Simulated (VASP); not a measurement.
# SiNi (Pmmn) in VASP: a series of runs

The runs below take SiNi through relaxation of cell and atoms, single point, with PBEsol.

Program: VASP 6.6.1. These are calculated values, not measurements. Logs are shortened: lines on timing, memory, paths and dates and some standing lists are left out, and cuts for length are marked.

## Step 1: The cell of the first run

It takes space group Pmmn (No. 59, orthorhombic). Conventional cell: a = 2.763 Å, b = 3.210 Å, c = 4.543 Å, α = 90.00°, β = 90.00°, γ = 90.00°. Si (site symmetry mm2) has 6 Ni at 2.27 to 2.28 Å and 6 Si at 2.55 to 2.76 Å within 3.0 Å. Within 3.0 Å of Ni (site symmetry mm2) lie 6 Si at 2.27 to 2.28 Å and 6 Ni at 2.54 to 2.76 Å.

## Step 2: Relaxation of cell and atoms, PBEsol, target pressure 25 GPa, at which the enthalpy is minimised

INCAR reads:

```
SYSTEM = SiNi
PREC = Accurate
ENCUT = 600
EDIFF = 1E-6
ISMEAR = 0
SIGMA = 0.1
LREAL = .FALSE.
LASPH = .TRUE.
NELM = 100
ALGO = Normal
ISIF = 3
LWAVE = .FALSE.
LCHARG = .FALSE.
GGA = PS
IBRION = 2
NSW = 70
EDIFFG = -0.008
PSTRESS = 250.0
```

KPOINTS reads:

```
regular mesh
0
G
  14 12 10
  0 0 0
```

POSCAR reads:

```
SiNi
1.0
    2.7630885354      0.0000000000      0.0000000000
    0.0000000000      3.2098224916      0.0000000000
    0.0000000000      0.0000000000      4.5425485702
Si Ni
2 2
Direct
    0.5000000000      0.5000000000      0.8434081271
    0.0000000000      0.0000000000      0.1565918729
    0.5000000000      0.5000000000      0.3447117868
    0.0000000000      0.0000000000      0.6552882132
```

Potentials or basis: VASP PAW PBE potentials, release 64 (Si, Ni).

Started as:

```bash
> cat potpaw_PBE.64/Si/POTCAR potpaw_PBE.64/Ni/POTCAR > POTCAR
> mpirun -np 1 vasp_std > vasp.out
```

OUTCAR:

```text
SYSTEM = SiNi
   PREC = Accurate
   ENCUT = 600
   EDIFF = 1E-6
   ISMEAR = 0
   LREAL = .FALSE.
   LASPH = .TRUE.
   NELM = 100
   ISIF = 3
   GGA = PS
   IBRION = 2
   NSW = 70
   EDIFFG = -0.008
   PSTRESS = 250.0

 ion  position               nearest neighbor table
   1  0.500  0.500  0.843-   3 2.27   3 2.28   4 2.28   4 2.28   4 2.28   4 2.28   2 2.55   2 2.55
                             2 2.55   2 2.55
   2  0.000  0.000  0.157-   4 2.27   4 2.28   3 2.28   3 2.28   3 2.28   3 2.28   1 2.55   1 2.55
                             1 2.55   1 2.55
   3  0.500  0.500  0.345-   1 2.27   1 2.28   2 2.28   2 2.28   2 2.28   2 2.28   4 2.54   4 2.54
                             4 2.54   4 2.54
   4  0.000  0.000  0.655-   2 2.27   2 2.28   1 2.28   1 2.28   1 2.28   1 2.28   3 2.54   3 2.54
                             3 2.54   3 2.54

  LATTYP: Found a simple orthorhombic cell.
 ALAT       =     2.7630885354
 B/A-ratio  =     1.1616792044
 C/A-ratio  =     1.6440112258

  Lattice vectors:

 A1 = (   2.7630885354,   0.0000000000,   0.0000000000)
 A2 = (   0.0000000000,   3.2098224916,   0.0000000000)
 A3 = (   0.0000000000,   0.0000000000,   4.5425485702)

Analysis of symmetry for initial positions (statically):
=====================================================================
 Subroutine PRICEL returns:
 Original cell was already a primitive cell.

 Routine SETGRP: Setting up the symmetry group for a
 simple orthorhombic supercell.

 Subroutine GETGRP returns: Found  8 space group operations
 (whereof  4 operations were pure point group operations)
 out of a pool of  8 trial point group operations.

The static configuration has the point symmetry C_2v.
 The point group associated with its full space group is D_2h.

Analysis of symmetry for dynamics (positions and initial velocities):
=====================================================================
 Subroutine PRICEL returns:
 Original cell was already a primitive cell.

 Routine SETGRP: Setting up the symmetry group for a
 simple orthorhombic supercell.

 Subroutine GETGRP returns: Found  8 space group operations
 (whereof  4 operations were pure point group operations)
 out of a pool of  8 trial point group operations.

The dynamic configuration has the point symmetry C_2v.
 The point group associated with its full space group is D_2h.

 Subroutine INISYM returns: Found  8 space group operations
 (whereof  4 operations are pure point group operations),
 and found     1 'primitive' translations

----------------------------------------------------------------------------------------

                                     Primitive cell

  volume of cell :      40.2880

  direct lattice vectors                    reciprocal lattice vectors
     2.763088535  0.000000000  0.000000000     0.361913846  0.000000000  0.000000000
     0.000000000  3.209822492  0.000000000     0.000000000  0.311543708  0.000000000
     0.000000000  0.000000000  4.542548570     0.000000000  0.000000000  0.220140739

  length of vectors
     2.763088535  3.209822492  4.542548570     0.361913846  0.311543708  0.220140739

  position of ions in fractional coordinates (direct lattice)
     0.500000000  0.500000000  0.843408127
     0.000000000  0.000000000  0.156591873
     0.500000000  0.500000000  0.344711787
     0.000000000  0.000000000  0.655288213

  ion indices of the primitive-cell ions
   primitive index   ion index
                 1           1
                 2           2
                 3           3
                 4           4

----------------------------------------------------------------------------------------

 KPOINTS: regular mesh

Automatic generation of k-mesh.
 Grid dimensions read from file:
 generate k-points for:   14   12   10

 Generating k-lattice:

  Cartesian coordinates                     Fractional coordinates (reciprocal lattice)
     0.025850989  0.000000000  0.000000000     0.071428571  0.000000000  0.000000000
     0.000000000  0.025961976  0.000000000     0.000000000  0.083333333  0.000000000
     0.000000000  0.000000000  0.022014074     0.000000000  0.000000000  0.100000000

  Length of vectors
     0.025850989  0.025961976  0.022014074

  Shift w.r.t. Gamma in fractional coordinates (k-lattice)
     0.000000000  0.000000000  0.000000000

 Subroutine IBZKPT returns following result:
 ===========================================

 Found    336 irreducible k-points:

 Following reciprocal coordinates:
            Coordinates               Weight
  0.000000  0.000000  0.000000      1.000000
  0.071429  0.000000  0.000000      2.000000
  0.142857  0.000000  0.000000      2.000000
  0.214286  0.000000  0.000000      2.000000
  0.285714  0.000000  0.000000      2.000000
  0.357143  0.000000  0.000000      2.000000
[... 16 lines left out ...]
  0.428571  0.166667  0.000000      4.000000
  0.500000  0.166667  0.000000      2.000000
 [... further k-points ...]
   k-points           NKPTS =    336   k-points in BZ     NKDIM =    336   number of bands    NBANDS=     18
   number of dos      NEDOS =    301   number of ions     NIONS =      4
   total plane-waves  NPLWV =  24192
   dimension x,y,z NGX =    24 NGY =   28 NGZ =   36
   dimension x,y,z NGXF=    48 NGYF=   56 NGZF=   72
   ions per type =               2   2
   NGX,Y,Z   is equivalent  to a cutoff of  14.44, 14.50, 13.18 a.u.
   NGXF,Y,Z  is equivalent  to a cutoff of  28.88, 29.00, 26.35 a.u.
 SYSTEM =  SiNi
   PREC   = accura    normal or accurate (medium, high low for compatibility)
   ISTART =      0    job   : 0-new  1-cont  2-samecut
   ICHARG =      2    charge: 1-file 2-atom 10-const
   ISPIN  =      1    spin polarized calculation?
   LNONCOLLINEAR =      F non collinear calculations
   LSORBIT =      F    spin-orbit coupling
   LASPH  =      T    aspherical Exc in radial PAW
   ENCUT  =  600.0 eV  44.10 Ry    6.64 a.u.   5.52  6.41  9.07*2*pi/ulx,y,z
   NELM   =    100;   NELMIN=  2; NELMDL= -5     # of ELM steps
   EDIFF  = 0.1E-05   stopping-criterion for ELM
   LREAL  =      F    real-space projection
   EDIFFG = -.8E-02   stopping-criterion for IOM
   NSW    =     70    number of steps for IOM
   IBRION =      2    ionic relax: 0-MD 1-quasi-New 2-CG
   NFREE  =      1    steps in history (QN), initial steepest desc. (CG)
   ISIF   =      3    stress and relaxation
   ISYM   =      2    0-nonsym 1-usesym 2-fastsym
   POTIM  = 0.5000    time-step for ionic-motion
   TEBEG  =    0.0;   TEEND  =   0.0 temperature during run
   PSTRESS=  250.0 pullay stress
   NELECT =      28.0000    total number of electrons
   NUPDOWN=      -1.0000    fix difference up-down
   EMIN   =  10.00;   EMAX   =-10.00  energy-range for DOS
   EFERMI =   0.00;   METHOD = LEGACY
   ISMEAR =     0;   SIGMA  =   0.10  broadening in eV -4-tet -1-fermi 0-gaus
   EFERMI_NEDOS =   21; number of points for ismear=-14 and -15
   IALGO  =     38    algorithm
   IMIX   =      4    mixing-type and parameters
     AMIX     =   0.40;   BMIX     =  1.00
     AMIX_MAG =   1.60;   BMIX_MAG =  1.00
  volume/ion in A,a.u.               =      10.07        67.97
  Fermi-wavevector in a.u.,A,eV,Ry     =   1.450115  2.740320 28.610778  2.102833
  Thomas-Fermi vector in A             =   2.567764
   LORBIT       =      0    0 simple, 1 ext, 2 COOP (PROOUT), +10 PAW based schemes
   GGA     = PS    functional components
   LHFCALC =     F    Hartree Fock is set to
   AEXX    =    0.0000 exact exchange contribution
   IVDW    =     0    specifies the selected vdW correction
   LEPSILON=     F    determine dielectric tensor
   LRPA    =     F    only Hartree local field effects (RPA)
 conjugate gradient relaxation of ions
 non-spin polarized calculation
 Gauss-broadening in eV      SIGMA  =   0.10
  energy-cutoff  :      600.00
  volume of cell :       40.29
 maximum number of plane-waves:      1376
 NGX is ok and might be reduce to    24
   NGX = 11   NGY = 13   NGZ = 19

--------------------------------------- Ionic step        1  -------------------------------------------

 number of electron      28.0000005 magnetization

 Free energy of the ion-electron system (eV)
  ---------------------------------------------------
  ext. energy  EPLUGINS =         0.00000000
  ---------------------------------------------------
  free energy    TOTEN  =       -25.57887519 eV

  energy without entropy =      -25.57484351  energy(sigma->0) =      -25.57685935

------------------------ aborting loop because EDIFF is reached ----------------------------------------

  FORCE on cell =-STRESS in cart. coord.  units (eV):
  Direction    XX          YY          ZZ          XY          YZ          ZX
  --------------------------------------------------------------------------------------
  -------------------------------------------------------------------------------------
  Total        6.5599715      7.1017681      7.7292115      0.0000000      0.0000000      0.0000000
  in kB      260.8778111    282.4240477    307.3762989      0.0000000      0.0000000      0.0000000
  external PRESSURE =      33.5593859 kB  Pullay stress =     250.0000000 kB
[... 103 lines left out ...]
  energy  without entropy=      -25.6574522611  energy(sigma->0) =      -25.65945762

  enthalpy is  TOTEN    =       -19.3000670702 eV   P V=        6.3613959027

[... ionic steps 4 to 12 ...]

--------------------------------------- Ionic step       13  -------------------------------------------

 number of electron      28.0000010 magnetization

------------------------ aborting loop because EDIFF is reached ----------------------------------------
[... 75 lines left out ...]
--------------------------------------- Ionic step       15  -------------------------------------------

 number of electron      28.0000010 magnetization

 Free energy of the ion-electron system (eV)
  ---------------------------------------------------
  ext. energy  EPLUGINS =         0.00000000
  ---------------------------------------------------
  free energy    TOTEN  =       -25.63941950 eV

  energy without entropy =      -25.63558420  energy(sigma->0) =      -25.63750185

 E-fermi :  13.3599     XC(G=0): -13.2689

 val. band max:       13.3525766755   @ k =   0.3571   0.2500   0.0000
 cond. band min:      13.3616940642   @ k =   0.2143   0.0000   0.2000
 fundamental gap:      0.0091173887
 Fermi energy:        13.3598712402

 k-point     1 :       0.0000    0.0000    0.0000
  band No.  band energies     occupation
      1      -1.8517      2.00000
      2       4.2936      2.00000
      3       5.8534      2.00000
      4       8.3397      2.00000
      5       8.8054      2.00000
      6      10.0230      2.00000
[... 481 lines left out ...]
      5       8.2633      2.00000
      6       8.2633      2.00000
[... 10 lines left out ...]
     17      15.8805      0.00000
     18      15.8805      0.00000

 [... further k-points ...]

------------------------ aborting loop because EDIFF is reached ----------------------------------------

  FORCE on cell =-STRESS in cart. coord.  units (eV):
  Direction    XX          YY          ZZ          XY          YZ          ZX
  --------------------------------------------------------------------------------------
  -------------------------------------------------------------------------------------
  Total        6.3282375      6.3238099      6.3163599      0.0000000      0.0000000      0.0000000
  in kB      249.6634430    249.4887631    249.1948424      0.0000000      0.0000000      0.0000000
  external PRESSURE =      -0.5509838 kB  Pullay stress =     250.0000000 kB
[... 23 lines left out ...]
  energy  without entropy=      -25.6355842034  energy(sigma->0) =      -25.63750185

  enthalpy is  TOTEN    =       -19.3026512490 eV   P V=        6.3367682555

 reached required accuracy - stopping structural energy minimisation
```

Run time: 10 min. Hardware: 1 thread of Intel Xeon 6975P-C (Granite Rapids), shared host; peak memory 0.41 GiB.

What came out:

* Free energy: -25.6394 eV
* Relaxed volume: 10.15 Å³/atom
* Relaxed cell: a = 2.738 Å, b = 3.239 Å, c = 4.578 Å, α = 90.00°, β = 90.00°, γ = 90.00°
* Space group after relaxing (to 0.1 Å): Pmmn (No. 59)
* Energy change on relaxing (the run minimises the enthalpy): -15.1 meV/atom
* Ionic steps: 15
* Pressure after relaxing: 24.9 GPa
* Largest force after relaxing: 0.006 eV/Å
* Band gap on the k mesh: zero (bands 14 and 15 overlap by 1.83 eV)

Forces in eV/Å, atoms in the order of the input:
```
Si   0.000  0.000  0.006
Si   0.000  0.000 -0.006
Ni   0.000  0.000 -0.002
Ni   0.000  0.000  0.002
```

Step by step:
```csv
step,energy change (eV),largest force (eV/Å),pressure (GPa),volume (Å³)
1,0.0000,0.1868,28.36,40.29
2,-0.1829,0.0830,18.33,41.53
3,-0.0826,0.0757,24.27,40.77
4,-0.0634,0.0105,24.94,40.63
5,-0.0588,0.0072,24.99,40.60
6,-0.0578,0.0108,25.12,40.60
7,-0.0600,0.0206,24.98,40.61
8,-0.0622,0.0415,24.81,40.62
9,-0.0618,0.0368,24.85,40.62
10,-0.0527,0.0073,25.17,40.56
11,-0.0537,0.0086,25.33,40.57
12,-0.0554,0.0127,25.16,40.58
13,-0.0549,0.0109,25.13,40.57
14,-0.0543,0.0099,25.15,40.57
15,-0.0605,0.0058,24.94,40.61
```

Final structure:
```xyz
4
Lattice="2.7385 0.0000 0.0000 0.0000 3.2391 0.0000 0.0000 0.0000 4.5783" Properties=species:S:1:pos:R:3 pbc="T T T"
Si    1.3692    1.6196    3.8670
Si    0.0000    0.0000    0.7113
Ni    1.3692    1.6196    1.5860
Ni    0.0000    0.0000    2.9923
```

Levels at points of the mesh, in eV from the Fermi level:
```csv
k point,band 11,band 12,band 13,band 14,band 15,band 16,band 17,band 18
"(0.00, 0.00, 0.00)",-2.50,-2.19,-2.17,-1.97,2.33,2.59,5.31,6.96
"(0.50, 0.00, 0.00)",-2.90,-2.90,-1.53,-1.53,2.21,2.21,3.51,3.51
"(0.00, 0.50, 0.00)",-2.61,-2.61,-2.36,-2.36,1.12,1.12,6.32,6.32
"(0.50, 0.50, 0.00)",-2.46,-2.46,-1.54,-1.54,2.04,2.04,2.16,2.16
"(0.00, 0.00, 0.50)",-2.91,-2.24,0.92,1.05,1.62,2.09,3.76,4.16
"(0.50, 0.00, 0.50)",-2.58,-2.58,-1.26,-1.26,3.53,3.53,5.59,5.59
"(0.00, 0.50, 0.50)",-2.45,-2.45,-2.18,-2.18,5.10,5.10,6.76,6.76
"(0.50, 0.50, 0.50)",-2.51,-2.51,-1.43,-1.43,-0.52,-0.52,1.56,1.56
```

Caveat: the cell is relaxed towards a set pressure, so the run minimises the enthalpy, not the energy; the PAW data sets were made with another functional, which shifts forces and pressure a little. Zero-point motion and thermal expansion aren't in these numbers.

## Step 3: Relaxation of cell and atoms, PBEsol, target pressure 12 GPa, at which the enthalpy is minimised

This run uses another cell than the first one, of 10.64 Å³/atom.

INCAR reads:

```
SYSTEM = SiNi
PREC     = Accurate       ! precision mode
ENCUT    = 600            ! plane-wave cutoff, eV
EDIFF    = 1E-7           ! SCF threshold, eV
ISMEAR   = 0              ! smearing method
SIGMA    = 0.1            ! smearing width, eV
LREAL    = .False.        ! projectors in reciprocal space
LASPH    = .True.         ! aspherical terms in the spheres
NELM     = 60             ! most SCF steps
ALGO     = Normal         ! electronic algorithm
ISIF     = 3              ! what is computed and relaxed
LWAVE    = .False.        ! write WAVECAR
LCHARG   = .False.        ! write CHGCAR
GGA      = PS             ! functional
IBRION   = 2              ! ionic algorithm
NSW      = 70             ! ionic steps
EDIFFG   = -0.008         ! ionic threshold
PSTRESS  = 120.0
```

KPOINTS reads:

```
regular mesh
0
Gamma
  14 12 10
  0 0 0
```

POSCAR reads:

```
SiNi
1.0
    2.8888277352      0.0000000000      0.0000000000
    0.0000000000      3.2048010489      0.0000000000
    0.0000000000      0.0000000000      4.5951409809
Si Ni
2 2
Direct
    0.5000000000      0.5000000000      0.8428433657
    0.0000000000      0.0000000000      0.1571566343
    0.5000000000      0.5000000000      0.3437489125
    0.0000000000      0.0000000000      0.6562510875
```

Potentials or basis: VASP PAW PBE potentials, release 64 (Si, Ni).

Started as:

```bash
> cat potpaw_PBE.64/Si/POTCAR potpaw_PBE.64/Ni/POTCAR > POTCAR
> mpirun -np 1 vasp_std > vasp.out
```

Run time: 11 min. Hardware: 1 thread of Intel Xeon 6975P-C (Granite Rapids), shared host; peak memory 0.41 GiB.

The run converged. Its results:

```
Free energy                                                : -25.8685 eV
Relaxed volume                                             : 10.65 Å³/atom
Relaxed cell                                               : a = 2.813 Å, b = 3.271 Å, c = 4.632 Å, α = 90.00°, β = 90.00°, γ = 90.00°
Space group after relaxing (to 0.1 Å)                      : Pmmn (No. 59)
Energy change on relaxing (the run minimises the enthalpy) : -4.3 meV/atom
Ionic steps                                                : 11
Pressure after relaxing                                    : 12.0 GPa
Largest force after relaxing                               : 0.007 eV/Å
Band gap on the k mesh                                     : zero (bands 14 and 15 overlap by 1.91 eV)
```

Forces in eV/Å, atoms in the order of the input:
```
Si   0.000  0.000 -0.007
Si   0.000  0.000  0.007
Ni   0.000  0.000 -0.003
Ni   0.000  0.000  0.003
```

Stress tensor (GPa, compression positive):
```
12.11  0.00  0.00
 0.00 12.07  0.00
 0.00  0.00 11.94
```

The path:
```tsv
step	energy change (eV)	largest force (eV/Å)	pressure (GPa)	volume (Å³)
1	0.0000	0.1377	13.84	42.54
2	-0.0561	0.0377	8.81	43.30
3	-0.0312	0.0504	11.35	42.91
4	-0.0226	0.0105	11.86	42.77
5	-0.0168	0.0230	12.15	42.69
6	-0.0165	0.0356	12.16	42.67
7	-0.0137	0.1242	12.09	42.59
8	-0.0158	0.0668	12.05	42.61
9	-0.0166	0.0440	12.01	42.61
10	-0.0170	0.0194	12.02	42.62
11	-0.0172	0.0070	12.04	42.62
```

Final structure:
```
CELL_PARAMETERS angstrom
2.81328 0.00000 0.00000
0.00000 3.27066 0.00000
0.00000 0.00000 4.63170
ATOMIC_POSITIONS crystal
Si 0.50000 0.50000 0.84349
Si 0.00000 0.00000 0.15651
Ni 0.50000 0.50000 0.34491
Ni 0.00000 0.00000 0.65509
```

Levels at points of the mesh, in eV from the Fermi level:
| k point | band 11 | band 12 | band 13 | band 14 | band 15 | band 16 | band 17 | band 18 |
| --- | --- | --- | --- | --- | --- | --- | --- | --- |
| (0.00, 0.00, 0.00) | -2.40 | -2.11 | -2.09 | -1.75 | 2.14 | 2.45 | 5.18 | 6.45 |
| (0.50, 0.00, 0.00) | -2.74 | -2.74 | -1.53 | -1.53 | 2.02 | 2.02 | 3.48 | 3.48 |
| (0.00, 0.50, 0.00) | -2.43 | -2.43 | -2.29 | -2.29 | 1.11 | 1.11 | 5.84 | 5.84 |
| (0.50, 0.50, 0.00) | -2.30 | -2.30 | -1.53 | -1.53 | 1.85 | 1.85 | 2.06 | 2.06 |
| (0.00, 0.00, 0.50) | -2.79 | -2.16 | 0.97 | 1.21 | 1.75 | 2.19 | 3.68 | 3.72 |
| (0.50, 0.00, 0.50) | -2.43 | -2.43 | -1.28 | -1.28 | 3.57 | 3.57 | 5.42 | 5.42 |
| (0.00, 0.50, 0.50) | -2.28 | -2.28 | -2.10 | -2.10 | 5.12 | 5.12 | 6.27 | 6.27 |
| (0.50, 0.50, 0.50) | -2.35 | -2.35 | -1.44 | -1.44 | -0.46 | -0.46 | 1.35 | 1.35 |

Caveat: the cell is relaxed towards a set pressure, so the run minimises the enthalpy, not the energy; the PAW data sets were made with another functional, which shifts forces and pressure a little.

[end of part 1 of 2]
